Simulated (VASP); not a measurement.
Input of a VASP 6.6.1 run:

Contents of INCAR:

```
SYSTEM = Co
ALGO = Normal
EDIFF = 1E-6
ENCUT = 520
GGA = PE
ISIF = 2
ISMEAR = -1
ISPIN = 2
LASPH = .TRUE.
LCHARG = .FALSE.
LMAXMIX = 4
LORBIT = 11
LREAL = .FALSE.
LWAVE = .FALSE.
MAGMOM = 1.8 -1.8
NBANDS = 20
NELM = 150
PREC = Accurate
SIGMA = 0.15
```

The input KPOINTS:

```
k-points
0
G
  12 12 6
  0 0 0
```

The input POSCAR:

```
Co
1.0
    2.5074000000      0.0000000000      0.0000000000
   -1.2537000000      2.1714721000      0.0000000000
    0.0000000000      0.0000000000      4.0699000000
Co
2
Direct
    0.3333333300      0.6666666700      0.2500000000
    0.6666666700      0.3333333300      0.7500000000
```

Potentials or basis: VASP PAW PBE potentials, release 64 (Co).

Launch:

```console
$ cat potpaw_PBE.64/Co/POTCAR > POTCAR
$ mpirun -np 1 vasp_std > vasp.out
```

(1) Predict the net moment.

(2) What does it give for the site moments?

(3) Estimate the band gap on the k mesh.

(4) What does it give for the pressure?

Answers

(1) 0.00 μB per cell.

(2) Co +0.77, -0.77 μB.

(3) zero (filled and empty bands overlap).

(4) -10.8 GPa.
